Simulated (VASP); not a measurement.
A run of VASP 6.6.1 is set up as follows.

INCAR

```
SYSTEM = F
PREC = Accurate
ENCUT = 520
EDIFF = 1E-7
ISMEAR = 0
SIGMA = 0.05
LREAL = .FALSE.
LASPH = .TRUE.
NELM = 60
ALGO = Normal
ISIF = 2
LWAVE = .FALSE.
LCHARG = .FALSE.
GGA = PS
NBANDS = 22
```

The input KPOINTS:

```
regular mesh
0
G
  4 4 2
  0 0 0
```

Contents of POSCAR:

```
F
1.0
    3.0031563197     -1.6985011447     -0.2316293232
    3.0031563197      1.6985011447     -0.2316293232
   -2.2663800241      0.0000000000      6.8054435957
F
4
Direct
    0.0848459664      0.0848459664      0.0940038325
    0.9151540336      0.9151540336      0.9059961675
    0.5015719855      0.5015719855      0.5937195244
    0.4984280145      0.4984280145      0.4062804756
```

Potentials or basis: VASP PAW PBE potentials, release 64 (F).

The run is started by

```bash
$ cat potpaw_PBE.64/F/POTCAR > POTCAR
$ mpirun -np 1 vasp_std > vasp.out
```

(1) Predict the largest force.

(2) Predict the pressure.

## Answers

(1) 3.427 eV/Å.

(2) 7.0 GPa.

Caveat: the k points lie up to 0.54 Å⁻¹ apart; the PAW data sets were made with another functional, which shifts forces and pressure a little.
